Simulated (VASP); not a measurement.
Sn, 2 atoms in the cell. The structure is tetragonal, space group I4_1/amd (No. 141). The conventional cell has a = 4.626 Å, b = 4.626 Å, c = 6.836 Å, α = 90.00°, β = 90.00°, γ = 90.00°. Sn (site symmetry -4m2) has 4 Sn at 2.88 Å within 3.8 Å.  This cell differs from its parent crystal: strain +0.0450 x Voigt [0, 1, 0, 0, 0, 0].

| Property | Result |
| --- | --- |
| Program | VASP 6.6.1 |
| Task | single point |
| Functional | PBEsol |
| Potentials or basis | VASP PAW PBE potentials, release 64 (Sn_d) |
| Cutoff | 520 eV |
| k mesh | 16 × 16 × 16 |
| Occupations | gaussian, width 0.15 eV |
| Spin | no spin polarisation |
| Dipole correction | no |
| Further INCAR settings | ALGO = Fast; EDIFF = 1e-06; NBANDS = 21 |

Potentials or basis: VASP PAW PBE potentials, release 64 (Sn_d).

The run is started by

```sh
$ cat potpaw_PBE.64/Sn_d/POTCAR > POTCAR
$ mpirun -np 1 vasp_std > vasp.out
```

Hardware: 1 thread of Intel(R) Xeon(R) Platinum 8259CL CPU @ 2.50GHz (Skylake/Cascade Lake), with other jobs on the host.

Q: How long does it take, and how much memory?

A: It took 6 min on 1 thread of Intel(R) Xeon(R) Platinum 8259CL CPU @ 2.50GHz (Skylake/Cascade Lake), with other jobs on the host, peak memory 0.52 GiB. Counts: scf iterations 12, k points 349.
